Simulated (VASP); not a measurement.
AlRu, 2 atoms in the cell. It takes space group P4mm (No. 99, tetragonal). Conventional cell: a = 2.992 Å, b = 2.992 Å, c = 2.992 Å, α = 90.00°, β = 90.00°, γ = 90.00°. Within 3.4 Å of Al (site symmetry 4mm) lie 8 Ru at 2.58 to 2.61 Å and 6 Al at 2.99 Å. Ru (site symmetry 4mm) has 8 Al at 2.58 to 2.61 Å and 6 Ru at 2.99 Å within 3.4 Å.  This cell differs from its parent crystal: all Al atoms moved +0.025 Å, as atom 1 along Cartesian [0 1 0].

| Item | Value |
| --- | --- |
| Program | VASP 6.6.1 |
| Task | single point |
| Functional | PBE |
| Potentials or basis | VASP PAW PBE potentials, release 64 (Al, Ru_pv) |
| Cutoff | 520 eV |
| k mesh | 16 × 16 × 16 |
| Occupations | gaussian, width 0.15 eV |
| Spin | no spin polarisation |
| Dipole correction | no |
| Further INCAR settings | ALGO = Fast; EDIFF = 1e-06; NBANDS = 16 |

Potentials or basis: VASP PAW PBE potentials, release 64 (Al, Ru_pv).

Run with:

```sh
$ cat potpaw_PBE.64/Al/POTCAR potpaw_PBE.64/Ru_pv/POTCAR > POTCAR
$ mpirun -np 1 vasp_std > vasp.out
```

Hardware: 1 thread of AMD EPYC 7R13, on a shared host.

Question: How long does it take, and how much memory?

Answer: It took 3 min on 1 thread of AMD EPYC 7R13, with other jobs on the host, peak memory 0.25 GiB. Counts: scf iterations 12, k points 405.
